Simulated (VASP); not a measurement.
HfSi2O6: density of states with PBE

HfSi2O6:

```xyz
9
Lattice="4.9545 -2.5073 -0.0012 4.9545 2.5073 -0.0012 -0.1717 0.0000 5.8816" Properties=species:S:1:pos:R:3 pbc="T T T"
Hf    4.9545   -0.2079   -0.0012
Si    7.3497   -1.1718    3.8517
Si    2.3877   -1.1718    2.0275
O     2.2064    0.3760    2.5384
O     6.0149    0.9068    1.1889
O     3.7226    0.9068    4.6903
O     7.5310    0.3760    3.3408
O     3.7066   -1.2632    1.0727
O     6.0309   -1.2632    4.8065
```

| Property | Result |
| --- | --- |
| Program | VASP 6.6.1 |
| Task | density of states |
| Functional | PBE |
| Potentials or basis | VASP PAW PBE potentials, release 64 (Hf_pv, Si, O) |
| Cutoff | 520 eV |
| k mesh | 6 × 6 × 4 |
| Occupations | gaussian, width 0.02 eV |
| Spin | no spin polarisation |
| Dipole correction | no |
| k mesh for the DOS | 9 × 9 × 6 |
| Occupations for the DOS | tetrahedron |
| Further INCAR settings | ALGO = Normal; EDIFF = 1e-06; NBANDS = 37 |

The valence electrons inside the program's atomic spheres are Hf 8.64; Si 1.62; O 5.22, 5.16, 5.15.

Levels at points of the mesh, in eV from the valence-band top:
```tsv
k point	band 23	band 24	band 25	band 26	band 27	band 28	band 29	band 30	band 31	band 32
(0.00, 0.00, 0.00)	-0.95	-0.80	-0.57	-0.28	-0.26	5.03	6.34	6.42	6.98	7.40
(0.00, 0.00, 0.50)	-1.20	-0.79	-0.59	-0.06	0.00	6.14	6.35	6.85	6.92	7.18
```

Run time: 6.9 min on 1 thread of Intel(R) Xeon(R) 6975P-C (Granite Rapids), with other jobs on the host, peak memory 0.71 GiB.

Caveat: spin-orbit coupling is left out, which moves the levels of the heavy elements.
